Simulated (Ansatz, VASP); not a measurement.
# Two plane-wave programs on TlCl

The input POSCAR:

```
TlCl
1.0
    3.7936346943      0.0000000000      0.0000000000
    0.0000000000      3.7936346943      0.0000000000
    0.0000000000      0.0000000000      3.7936346943
Tl Cl
1 1
Direct
    0.0000000000      0.0000000000      0.0000000000
    0.5000000000      0.5000000000      0.5000000000
```

INCAR.step1

```
SYSTEM = TlCl
PREC     = Accurate       ! precision mode
ENCUT    = 400            ! plane-wave cutoff, eV
EDIFF    = 1E-5           ! SCF threshold, eV
ISMEAR   = 0              ! smearing method
SIGMA    = 0.01           ! smearing width, eV
LREAL    = .False.        ! projectors in reciprocal space
LASPH    = .True.         ! aspherical terms in the spheres
NELM     = 120            ! most SCF steps
ALGO     = Normal         ! electronic algorithm
ISIF     = 2              ! what is computed and relaxed
LWAVE    = .True.         ! write WAVECAR
LCHARG   = .False.        ! write CHGCAR
NBANDS   = 17             ! bands
GGA      = PE             ! functional
GGA_COMPAT= .False.
```

File INCAR.step2:

```
SYSTEM = TlCl
PREC     = Accurate       ! precision mode
ENCUT    = 400            ! plane-wave cutoff, eV
EDIFF    = 1E-6           ! SCF threshold, eV
ISMEAR   = 0              ! smearing method
SIGMA    = 0.01           ! smearing width, eV
LREAL    = .False.        ! projectors in reciprocal space
LASPH    = .True.         ! aspherical terms in the spheres
NELM     = 120            ! most SCF steps
ALGO     = Normal         ! electronic algorithm
ISIF     = 2              ! what is computed and relaxed
LWAVE    = .False.        ! write WAVECAR
LCHARG   = .False.        ! write CHGCAR
GGA      = PE             ! functional
LHFCALC  = .True.         ! exact exchange
AEXX     = 0.25           ! exact-exchange fraction
PRECFOCK = Normal       
NBANDS   = 17             ! bands
ISTART   = 1            
GGA_COMPAT= .False.
```

The input KPOINTS:

```
regular mesh
0
Gamma
  4 4 4
  0 0 0
```

Input for Ansatz:

```yaml
crystal:
  lattice:
    - [3.7936346943, 0.0, 0.0]
    - [0.0, 3.7936346943, 0.0]
    - [0.0, 0.0, 3.7936346943]
  atoms:
    - { symbol: Tl, position: [0.0, 0.0, 0.0] }
    - { symbol: Cl, position: [0.5, 0.5, 0.5] }
kpoints:
  mp_grid: { grid: [4, 4, 4] }
  band_path:
    path:
      - [0.0, 0.0, 0.0]
      - [0.0, 0.5, 0.0]
      - [0.5, 0.5, 0.0]
      - [0.5, 0.5, 0.5]
      - [0.0, 0.0, 0.5]
    npoints: 1
hamiltonian:
  xc: pbe0
scf:
  occupations: { method: fixed }
  n_extra_bands: 4
output:
  forces: true
  stress: true
  eigenvalues: true
```

Alike in both runs: task single point; functional PBE0; k mesh 4 × 4 × 4; no spin polarisation.

```csv
,VASP,Ansatz
version,VASP 6.6.1,Ansatz 0.2.0
potentials or method,"VASP PAW PBE potentials, release 64 (Tl_d, Cl)","plane waves, PAW"
plane-wave cutoff (eV),400,420
occupations,"gaussian, width 0.01 eV",fixed
valence electrons in the cell,20,20
```

```csv
,VASP,Ansatz,Ansatz less VASP
gap on the k mesh at the Fermi level (eV),3.43,3.39,-0.042
pressure (GPa),1.6,1.9,+0.24
```

Ansatz's warnings: stress exchange threshold loose, stress scf threshold loose.

Neither program's run includes spin-orbit coupling.
